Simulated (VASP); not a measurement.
Wanted: the native input for a VASP 6.6.1 run.

```yaml
Task: single point
Functional: HSE06
Potentials_or_basis: VASP PAW PBE potentials, release 64 (Sr_sv, Cl)
Cutoff: 520 eV
k_mesh: 4 × 4 × 4
Occupations: gaussian, width 0.01 eV
Spin: no spin polarisation
Dipole_correction: no
Grid_for_exact_exchange_PRECFOCK: Normal
Further_INCAR_settings: ALGO = Normal; EDIFF = 1e-06; NBANDS = 19
Share_of_exact_exchange: 0.25
Screening_parameter: 0.2079 1/Å
```

The system is SrCl2.

```
CELL_PARAMETERS angstrom
2.37295 1.41839 4.01532
-2.37295 1.41839 4.01532
0.00000 -2.83678 4.01532
ATOMIC_POSITIONS crystal
Sr 0.00000 0.00000 0.00000
Cl 0.24633 0.24633 0.25357
Cl 0.75367 0.75367 0.74643
```

This cell differs from its parent crystal: uniaxial x strain -3.4%.

One way to write it, as run:

POSCAR

```
SrCl2
1.0
    2.3729472810      1.4183888098      4.0153159317
   -2.3729472810      1.4183888098      4.0153159317
    0.0000000000     -2.8367776197      4.0153159316
Sr Cl
1 2
Direct
    0.0000000000      0.0000000000      0.0000000000
    0.2463342821      0.2463342821      0.2535697275
    0.7536657179      0.7536657179      0.7464302725
```

INCAR.step1

```
SYSTEM = SrCl2
PREC = Accurate
ENCUT = 520
EDIFF = 1E-5
ISMEAR = 0
SIGMA = 0.01
LREAL = .FALSE.
LASPH = .TRUE.
NELM = 100
ALGO = Normal
ISIF = 2
LWAVE = .TRUE.
GGA = PE
NBANDS = 19
```

INCAR.step2

```
SYSTEM = SrCl2
PREC = Accurate
ENCUT = 520
EDIFF = 1E-6
ISMEAR = 0
SIGMA = 0.01
LREAL = .FALSE.
LASPH = .TRUE.
NELM = 100
ALGO = Normal
ISIF = 2
LWAVE = .FALSE.
LCHARG = .TRUE.
GGA = PE
LHFCALC = .TRUE.
HFSCREEN = 0.2079
PRECFOCK = Normal
LELF = .TRUE.
LVHAR = .TRUE.
ISTART = 1
NBANDS = 19
```

KPOINTS

```
Automatic mesh
0
G
  4 4 4
  0 0 0
```

Potentials or basis: VASP PAW PBE potentials, release 64 (Sr_sv, Cl).

Launch:

```console
$ cat potpaw_PBE.64/Sr_sv/POTCAR potpaw_PBE.64/Cl/POTCAR > POTCAR
$ cp INCAR.step1 INCAR
$ mpirun -np 1 vasp_std > vasp.out
$ cp INCAR.step2 INCAR
$ mpirun -np 1 vasp_std > vasp.out
```

Results of the run:

The pressure is 2.5 GPa and the largest force is 0.004 eV/Å. The band gap on the k mesh is 6.75 eV (least direct gap 6.75 eV).

Caveat: the cell differs from its parent crystal (uniaxial x strain -3.4%); the PAW data sets were made with another functional, which shifts forces and pressure a little.

Wall time 29 min on 1 thread of AMD EPYC 9R45 96-Core Processor (Zen 5), on a shared host, peak memory 0.33 GiB.
